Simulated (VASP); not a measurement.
Input of a VASP 6.6.1 run:

Contents of INCAR:

```
SYSTEM = TaNbSb3
PREC = Accurate
ENCUT = 520
EDIFF = 1E-6
ISMEAR = 0
SIGMA = 0.1
LREAL = .False.
LASPH = .True.
NELM = 60
ALGO = Normal
ISIF = 2
LWAVE = .False.
LCHARG = .True.
GGA = PE
LELF = .True.
LVHAR = .True.
NBANDS = 28
```

File KPOINTS:

```
Automatic mesh
0
Gamma
  4 4 4
  0 0 0
```

File POSCAR:

```
TaNbSb3
1.0
    5.2762149651      0.0000000000      0.0000000000
    0.0000000000      5.2762149651      0.0000000000
    0.0000000000      0.0000000000      5.2762149651
Ta Nb Sb
1 1 3
Direct
    0.5000000000      0.5000000000      0.5000000000
    0.0000000000      0.0000000000      0.0000000000
    0.0000000000      0.5000000000      0.5000000000
    0.5000000000      0.0000000000      0.5000000000
    0.5000000000      0.5000000000      0.0000000000
```

Potentials or basis: VASP PAW PBE potentials, release 64 (Ta_pv, Nb_sv, Sb).

Launch:

```sh
$ cat potpaw_PBE.64/Ta_pv/POTCAR potpaw_PBE.64/Nb_sv/POTCAR potpaw_PBE.64/Sb/POTCAR > POTCAR
$ mpirun -np 1 vasp_std > vasp.out
```

Task: What does it give for the pressure?

Result: 0.2 GPa.
